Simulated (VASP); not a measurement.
# TiAl (P4/mmm) in VASP: a series of runs

Runs on TiAl. Level: PBEsol. Tasks: single point.

Everything below comes from runs of VASP 6.6.1. Logs are shortened: lines on timing, memory, paths and dates and some standing lists are left out, and cuts for length are marked.

## Step 1: The cell of the first run

Symmetry: P4/mmm, No. 123, tetragonal system. Conventional cell: a = 3.387 Å, b = 3.387 Å, c = 3.156 Å, α = 90.00°, β = 90.00°, γ = 90.00°. Within 3.8 Å of Ti (site symmetry 4/mmm) lie 8 Al at 2.87 Å and 6 Ti at 3.16 to 3.39 Å. Al (site symmetry 4/mmm) has 8 Ti at 2.87 Å and 6 Al at 3.16 to 3.39 Å within 3.8 Å.

## Step 2: Single point, PBEsol (normal strain along x +0.0733, normal strain along y +0.0733)

Contents of INCAR:

```
SYSTEM = TiAl
PREC = Accurate
ENCUT = 520
EDIFF = 1E-7
ISMEAR = 0
SIGMA = 0.15
LREAL = .False.
LASPH = .True.
NELM = 100
ALGO = Fast
ISIF = 2
LWAVE = .False.
LCHARG = .False.
GGA = PS
NBANDS = 14
```

Contents of KPOINTS:

```
regular mesh
0
Gamma
  14 14 14
  0 0 0
```

Contents of POSCAR:

```
TiAl
1.0
    3.3874154113      0.0000000000      0.0000000000
    0.0000000000      3.3874154113      0.0000000000
    0.0000000000      0.0000000000      3.1560751060
Ti Al
1 1
Direct
    0.0000000000      0.0000000000      0.0000000000
    0.5000000000      0.5000000000      0.5000000000
```

Potentials or basis: VASP PAW PBE potentials, release 64 (Ti_sv, Al).

Started as:

```sh
cat potpaw_PBE.64/Ti_sv/POTCAR potpaw_PBE.64/Al/POTCAR > POTCAR
mpirun -np 1 vasp_std > vasp.out
```

OUTCAR:

```text
SYSTEM = TiAl
   PREC = Accurate
   ENCUT = 520
   EDIFF = 1E-7
   ISMEAR = 0
   LREAL = .False.
   LASPH = .True.
   NELM = 100
   ISIF = 2
   GGA = PS

 ion  position               nearest neighbor table
   1  0.000  0.000  0.000-   2 2.87   2 2.87   2 2.87   2 2.87   2 2.87   2 2.87   2 2.87   2 2.87

   2  0.500  0.500  0.500-   1 2.87   1 2.87   1 2.87   1 2.87   1 2.87   1 2.87   1 2.87   1 2.87

  LATTYP: Found a simple tetragonal cell.
 ALAT       =     3.3874154113
 C/A-ratio  =     0.9317059536

  Lattice vectors:

 A1 = (   3.3874154113,   0.0000000000,   0.0000000000)
 A2 = (   0.0000000000,   3.3874154113,   0.0000000000)
 A3 = (   0.0000000000,   0.0000000000,   3.1560751060)

Analysis of symmetry for initial positions (statically):
=====================================================================
 Subroutine PRICEL returns:
 Original cell was already a primitive cell.

 Routine SETGRP: Setting up the symmetry group for a
 simple tetragonal supercell.

 Subroutine GETGRP returns: Found 16 space group operations
 (whereof 16 operations were pure point group operations)
 out of a pool of 16 trial point group operations.

The static configuration has the point symmetry D_4h.

Analysis of symmetry for dynamics (positions and initial velocities):
=====================================================================
 Subroutine PRICEL returns:
 Original cell was already a primitive cell.

 Routine SETGRP: Setting up the symmetry group for a
 simple tetragonal supercell.

 Subroutine GETGRP returns: Found 16 space group operations
 (whereof 16 operations were pure point group operations)
 out of a pool of 16 trial point group operations.

The dynamic configuration has the point symmetry D_4h.

 Subroutine INISYM returns: Found 16 space group operations
 (whereof 16 operations are pure point group operations),
 and found     1 'primitive' translations

----------------------------------------------------------------------------------------

                                     Primitive cell

  volume of cell :      36.2146

  direct lattice vectors                    reciprocal lattice vectors
     3.387415411  0.000000000  0.000000000     0.295210324  0.000000000  0.000000000
     0.000000000  3.387415411  0.000000000     0.000000000  0.295210324  0.000000000
     0.000000000  0.000000000  3.156075106     0.000000000  0.000000000  0.316849240

  length of vectors
     3.387415411  3.387415411  3.156075106     0.295210324  0.295210324  0.316849240

  position of ions in fractional coordinates (direct lattice)
     0.000000000  0.000000000  0.000000000
     0.500000000  0.500000000  0.500000000

  ion indices of the primitive-cell ions
   primitive index   ion index
                 1           1
                 2           2

----------------------------------------------------------------------------------------

 KPOINTS: regular mesh

Automatic generation of k-mesh.
 Grid dimensions read from file:
 generate k-points for:   14   14   14

 Generating k-lattice:

  Cartesian coordinates                     Fractional coordinates (reciprocal lattice)
     0.021086452  0.000000000  0.000000000     0.071428571  0.000000000  0.000000000
     0.000000000  0.021086452  0.000000000     0.000000000  0.071428571  0.000000000
     0.000000000  0.000000000  0.022632089     0.000000000  0.000000000  0.071428571

  Length of vectors
     0.021086452  0.021086452  0.022632089

  Shift w.r.t. Gamma in fractional coordinates (k-lattice)
     0.000000000  0.000000000  0.000000000

 Subroutine IBZKPT returns following result:
 ===========================================

 Found    288 irreducible k-points:

 Following reciprocal coordinates:
            Coordinates               Weight
  0.000000  0.000000  0.000000      1.000000
  0.071429  0.000000  0.000000      4.000000
  0.142857  0.000000  0.000000      4.000000
  0.214286  0.000000  0.000000      4.000000
  0.285714  0.000000  0.000000      4.000000
  0.357143  0.000000  0.000000      4.000000
[... 16 lines left out ...]
  0.285714  0.214286  0.000000      8.000000
  0.357143  0.214286  0.000000      8.000000
 [... further k-points ...]
   k-points           NKPTS =    288   k-points in BZ     NKDIM =    288   number of bands    NBANDS=     14
   number of dos      NEDOS =    301   number of ions     NIONS =      2
   total plane-waves  NPLWV =  18816
   dimension x,y,z NGX =    28 NGY =   28 NGZ =   24
   dimension x,y,z NGXF=    56 NGYF=   56 NGZF=   48
   ions per type =               1   1
   NGX,Y,Z   is equivalent  to a cutoff of  13.74, 13.74, 12.64 a.u.
   NGXF,Y,Z  is equivalent  to a cutoff of  27.48, 27.48, 25.28 a.u.
 SYSTEM =  TiAl
   PREC   = accura    normal or accurate (medium, high low for compatibility)
   ISTART =      0    job   : 0-new  1-cont  2-samecut
   ICHARG =      2    charge: 1-file 2-atom 10-const
   ISPIN  =      1    spin polarized calculation?
   LNONCOLLINEAR =      F non collinear calculations
   LSORBIT =      F    spin-orbit coupling
   LASPH  =      T    aspherical Exc in radial PAW
   ENCUT  =  520.0 eV  38.22 Ry    6.18 a.u.   6.30  6.30  5.87*2*pi/ulx,y,z
   NELM   =    100;   NELMIN=  2; NELMDL= -5     # of ELM steps
   EDIFF  = 0.1E-06   stopping-criterion for ELM
   LREAL  =      F    real-space projection
   EDIFFG = 0.1E-05   stopping-criterion for IOM
   NSW    =      0    number of steps for IOM
   IBRION =     -1    ionic relax: 0-MD 1-quasi-New 2-CG
   NFREE  =      0    steps in history (QN), initial steepest desc. (CG)
   ISIF   =      2    stress and relaxation
   ISYM   =      2    0-nonsym 1-usesym 2-fastsym
   POTIM  = 0.5000    time-step for ionic-motion
   TEBEG  =    0.0;   TEEND  =   0.0 temperature during run
   PSTRESS=    0.0 pullay stress
   NELECT =      15.0000    total number of electrons
   NUPDOWN=      -1.0000    fix difference up-down
   EMIN   =  10.00;   EMAX   =-10.00  energy-range for DOS
   EFERMI =   0.00;   METHOD = LEGACY
   ISMEAR =     0;   SIGMA  =   0.15  broadening in eV -4-tet -1-fermi 0-gaus
   EFERMI_NEDOS =   21; number of points for ismear=-14 and -15
   IALGO  =     68    algorithm
   IMIX   =      4    mixing-type and parameters
     AMIX     =   0.40;   BMIX     =  1.00
     AMIX_MAG =   1.60;   BMIX_MAG =  1.00
  volume/ion in A,a.u.               =      18.11       122.19
  Fermi-wavevector in a.u.,A,eV,Ry     =   1.220330  2.306089 20.261857  1.489204
  Thomas-Fermi vector in A             =   2.355551
   LORBIT       =      0    0 simple, 1 ext, 2 COOP (PROOUT), +10 PAW based schemes
   GGA     = PS    functional components
   LHFCALC =     F    Hartree Fock is set to
   AEXX    =    0.0000 exact exchange contribution
   IVDW    =     0    specifies the selected vdW correction
   LEPSILON=     F    determine dielectric tensor
   LRPA    =     F    only Hartree local field effects (RPA)
 non-spin polarized calculation
 RMM-DIIS sequential band-by-band and
 Gauss-broadening in eV      SIGMA  =   0.15
  energy-cutoff  :      520.00
  volume of cell :       36.21
 maximum number of plane-waves:      1004
 NGX is ok and might be reduce to    28
   NGX = 13   NGY = 13   NGZ = 11

 number of electron      15.0000002 magnetization

 Free energy of the ion-electron system (eV)
  ---------------------------------------------------
  ext. energy  EPLUGINS =         0.00000000
  ---------------------------------------------------
  free energy    TOTEN  =       -12.78840919 eV

  energy without entropy =      -12.75459194  energy(sigma->0) =      -12.77150056

 E-fermi :   7.4348     XC(G=0): -10.6790

 val. band max:        7.4342247630   @ k =   0.2143   0.2143   0.0000
 cond. band min:       7.4376471763   @ k =   0.2143   0.1429   0.4286
 fundamental gap:      0.0034224133
 Fermi energy:         7.4347575316

 k-point     1 :       0.0000    0.0000    0.0000
  band No.  band energies     occupation
      1     -49.4311      2.00000
      2     -25.7653      2.00000
      3     -25.7653      2.00000
      4     -25.6740      2.00000
      5      -1.2589      2.00000
      6       6.2163      2.00000
      7       6.3343      2.00000
      8       8.7925      0.00000
      9       9.1222      0.00000
     10       9.1222      0.00000
     11      10.7805      0.00000
     12      10.7805      0.00000
     13      12.6064      0.00000
     14      15.4092      0.00000

 k-point     2 :       0.0714    0.0000    0.0000
  band No.  band energies     occupation
      1     -49.4308      2.00000
      2     -25.7697      2.00000
      3     -25.7649      2.00000
      4     -25.6737      2.00000
      5      -1.1888      2.00000
      6       6.1698      2.00000
      7       6.3461      2.00000
      8       8.6526      0.00000
      9       9.0460      0.00000
     10       9.1287      0.00000
     11      10.5035      0.00000
     12      10.9806      0.00000
     13      12.7414      0.00000
     14      15.4078      0.00000

 k-point     3 :       0.1429    0.0000    0.0000
  band No.  band energies     occupation
      1     -49.4299      2.00000
      2     -25.7820      2.00000
      3     -25.7639      2.00000
      4     -25.6727      2.00000
      5      -0.9801      2.00000
      6       5.9476      2.00000
      7       6.4160      2.00000
      8       8.3457      0.00000
      9       8.8531      0.00000
     10       9.1468      0.00000
     11       9.9766      0.00000
     12      11.4693      0.00000
     13      13.1122      0.00000
     14      15.2063      0.00000
[... 324 lines left out ...]
 k-point    23 :       0.2857    0.2143    0.0000
  band No.  band energies     occupation
      1     -49.4248      2.00000
      2     -25.8153      2.00000
      3     -25.7939      2.00000
      4     -25.6671      2.00000
      5       0.3765      2.00000
      6       5.1055      2.00000
      7       6.0068      2.00000
      8       7.3352      1.65207
      9       8.4711      0.00000
     10       8.8229      0.00000
     11       9.9278      0.00000
     12      11.0566      0.00000
     13      14.8800      0.00000
     14      15.0007      0.00000

 k-point    24 :       0.3571    0.2143    0.0000
  band No.  band energies     occupation
      1     -49.4235      2.00000
      2     -25.8325      2.00000
      3     -25.7921      2.00000
      4     -25.6658      2.00000
      5       0.8971      2.00000
      6       4.3258      2.00000
      7       6.2383      2.00000
      8       7.2264      1.95056
      9       8.3188      0.00000
     10       8.8535      0.00000
     11       9.7851      0.00000
     12      11.4974      0.00000
     13      14.1521      0.00000
     14      15.5462      0.00000

 [... further k-points ...]

------------------------ aborting loop because EDIFF is reached ----------------------------------------

  FORCE on cell =-STRESS in cart. coord.  units (eV):
  Direction    XX          YY          ZZ          XY          YZ          ZX
  --------------------------------------------------------------------------------------
  -------------------------------------------------------------------------------------
  Total       -2.6415050     -2.6415050     -3.1223913      0.0000000      0.0000000      0.0000000
  in kB     -116.8632013   -116.8632013   -138.1381582      0.0000000      0.0000000      0.0000000
  external PRESSURE =    -123.9548536 kB  Pullay stress =       0.0000000 kB

 VOLUME and BASIS-vectors are now :
 -----------------------------------------------------------------------------
  energy-cutoff  :      520.00
  volume of cell :       36.21
      direct lattice vectors                 reciprocal lattice vectors
     3.387415411  0.000000000  0.000000000     0.295210324  0.000000000  0.000000000
     0.000000000  3.387415411  0.000000000     0.000000000  0.295210324  0.000000000
     0.000000000  0.000000000  3.156075106     0.000000000  0.000000000  0.316849240

 POSITION                                       TOTAL-FORCE (eV/Angst)
 -----------------------------------------------------------------------------------
      0.00000      0.00000      0.00000         0.000000      0.000000      0.000000
      1.69371      1.69371      1.57804         0.000000      0.000000      0.000000
 -----------------------------------------------------------------------------------
    total drift:                               -0.000000     -0.000000     -0.000000

  FREE ENERGIE OF THE ION-ELECTRON SYSTEM (eV)
  ---------------------------------------------------
  free  energy   TOTEN  =       -12.7884091883 eV

  energy  without entropy=      -12.7545919360  energy(sigma->0) =      -12.77150056
```

It took 7.7 min on 1 thread of Intel Xeon 8259CL, shared host; peak memory 0.27 GiB.

What came out:

```
Free energy            : -12.7884 eV
Pressure               : -12.4 GPa
Band gap on the k mesh : zero (an odd number of electrons rules out a gap without spin polarisation)
```

Caveat: the cell differs from its parent crystal (normal strain along x +0.0733, normal strain along y +0.0733); the cell stands under tension; the PAW data sets were made with another functional, which shifts forces and pressure a little.

## Step 3: Single point, PBEsol (normal strain along x -0.0733, normal strain along y -0.0733)

Contents of INCAR:

```
ALGO     = Normal         # electronic algorithm
EDIFF    = 1E-7           # SCF threshold, eV
ENCUT    = 520            # plane-wave cutoff, eV
GGA      = PS             # functional
ISIF     = 2              # what is computed and relaxed
ISMEAR   = 0              # smearing method
LASPH    = T              # aspherical terms in the spheres
LCHARG   = F              # write CHGCAR
LREAL    = F              # projectors in reciprocal space
LWAVE    = F              # write WAVECAR
NBANDS   = 14             # bands
NELM     = 80             # most SCF steps
PREC     = Accurate       # precision mode
SIGMA    = 0.15           # smearing width, eV
```

Contents of KPOINTS:

```
k-points
0
Gamma
  14 14 14
```

Contents of POSCAR:

```
TiAl
1.0
    2.9247348007      0.0000000000      0.0000000000
    0.0000000000      2.9247348007      0.0000000000
    0.0000000000      0.0000000000      3.1560751060
Ti Al
1 1
Direct
    0.0000000000      0.0000000000      0.0000000000
    0.5000000000      0.5000000000      0.5000000000
```

Potentials or basis: VASP PAW PBE potentials, release 64 (Ti_sv, Al).

Started as:

```sh
cat potpaw_PBE.64/Ti_sv/POTCAR potpaw_PBE.64/Al/POTCAR > POTCAR
mpirun -np 1 vasp_std > vasp.out
```

Wall time 2 min (1 thread of Intel Xeon 8259CL, shared host); peak memory 0.23 GiB.

The run converged. Its results:

```yaml
Free_energy: -12.7069 eV
Pressure: 24.5 GPa
Band_gap_on_the_k_mesh: zero (an odd number of electrons rules out a gap without spin polarisation)
```

Stress tensor (GPa, compression positive):
```
22.38  0.00  0.00
 0.00 22.38  0.00
 0.00  0.00 28.67
```

Levels at points of the mesh, in eV from the Fermi level:
```
           k point  band 6  band 7  band 8  band 9  band 10  band 11
(0.00, 0.00, 0.00)   -1.98   -1.71    2.16    2.16     2.61     3.96
(0.50, 0.00, 0.00)   -5.58   -0.64   -0.43    0.61     2.49     4.24
(0.50, 0.50, 0.00)   -1.71   -1.71   -1.55    0.38     0.38     3.82
(0.00, 0.00, 0.50)   -5.71   -0.83    0.57    0.57     2.78     3.16
(0.50, 0.00, 0.50)   -2.39   -1.86   -1.66    1.01     1.20     3.27
(0.50, 0.50, 0.50)   -3.57   -3.57    1.86    3.23     3.36     3.75
```

Caveat: the cell differs from its parent crystal (normal strain along x -0.0733, normal strain along y -0.0733); the cell stands under pressure; the PAW data sets were made with another functional, which shifts forces and pressure a little.
